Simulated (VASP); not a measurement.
Input of a VASP 6.6.1 run:

The input POSCAR:

```
La3GaMo3
1.0
    5.6612130375      0.0000000000      0.0000000000
    0.0000000000      5.6612130375      0.0000000000
    0.0000000000      0.0000000000      5.6612130375
La Mo Ga
3 3 1
Direct
    0.5000000000      0.5000000000      0.0000000000
    0.0000000000      0.5000000000      0.5000000000
    0.5000000000      0.0000000000      0.5000000000
    0.5000000000      0.0000000000      0.0000000000
    0.0000000000      0.5000000000      0.0000000000
    0.0000000000      0.0000000000      0.5000000000
    0.5000000000      0.5000000000      0.5000000000
```

The input INCAR.step1:

```
PREC = Accurate
ENCUT = 520
ISMEAR = 0
SIGMA = 0.0143
LREAL = F
LASPH = T
NELM = 60
NBANDS = 53
GGA = PE
ALGO = Normal
EDIFF = 1E-4
LWAVE = T
LCHARG = F
```

INCAR.step2

```
PREC = Accurate
ENCUT = 520
EDIFF = 1E-6
ISMEAR = 0
SIGMA = 0.0143
LREAL = F
LASPH = T
NELM = 60
ALGO = Normal
ISIF = 2
LWAVE = F
LCHARG = F
METAGGA = R2SCAN
LMIXTAU = T
NBANDS = 53
ISTART = 1
```

The input KPOINTS:

```
regular mesh
0
Gamma
  6 6 6
```

Potentials or basis: VASP PAW PBE potentials, release 64 (La, Mo_sv, Ga_d).

Command:

```console
$ cat potpaw_PBE.64/La/POTCAR potpaw_PBE.64/Mo_sv/POTCAR potpaw_PBE.64/Ga_d/POTCAR > POTCAR
$ cp INCAR.step1 INCAR
$ mpirun -np 1 vasp_std > vasp.out
$ cp INCAR.step2 INCAR
$ mpirun -np 1 vasp_std > vasp.out
```

Question: Predict the pressure.

Answer: 0.2 GPa.

Question: What does it give for the band gap on the k mesh?

Answer: Zero (bands 44 and 45 overlap by 1.02 eV).

Caveat: the PAW data sets were made with another functional, which shifts forces and pressure a little; spin-orbit coupling is left out, which moves the levels of the heavy elements.
